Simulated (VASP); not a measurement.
Input of a VASP 6.6.1 run:

The input INCAR:

```
SYSTEM = WO
PREC = Accurate
ENCUT = 520
EDIFF = 1E-7
ISMEAR = 0
SIGMA = 0.1
LREAL = .FALSE.
LASPH = .TRUE.
NELM = 150
ALGO = Normal
ISIF = 2
LWAVE = .FALSE.
LCHARG = .FALSE.
ISPIN = 2
MAGMOM = 1 -1 0 0
LORBIT = 11
LMAXMIX = 4
LDAU = .TRUE.
LDAUTYPE = 2
LDAUL = 2 -1
LDAUU = 6.2 0
LDAUJ = 0 0
LDAUPRINT = 1
GGA = PE
NBANDS = 32
```

The input KPOINTS:

```
regular mesh
0
G
  14 14 7
  0 0 0
```

Contents of POSCAR:

```
WO
1.0
    2.9993660177      0.0000000000      2.9993660176
    0.0000000000      2.9993660177      2.9993660176
    0.0000000001      0.0000000001      5.9987320353
W O
2 2
Direct
    0.0000000000      0.0000000000      0.0000000000
    0.0000000000      0.0000000000      0.5000000000
    0.5000000000      0.5000000000      0.7500000000
    0.5000000000      0.5000000000      0.2500000000
```

Potentials or basis: VASP PAW PBE potentials, release 64 (W_sv, O).

The run is started by

```sh
$ cat potpaw_PBE.64/W_sv/POTCAR potpaw_PBE.64/O/POTCAR > POTCAR
$ mpirun -np 1 vasp_std > vasp.out
```

Predict the net moment.

0.00 μB per cell.

What does it give for the pressure?

-19.7 GPa.

Eigenvalues of the final occupation matrices:
```csv
site,spin,trace,eigenvalues
site 1 d,1,2.12,0.29 0.29 0.29 0.62 0.62
site 1 d,2,0.96,0.08 0.08 0.08 0.35 0.35
site 2 d,1,0.96,0.08 0.08 0.08 0.35 0.35
site 2 d,2,2.12,0.29 0.29 0.29 0.62 0.62
```

Caveat: the cell stands under tension; spin-orbit coupling is left out, which moves the levels of the heavy elements.
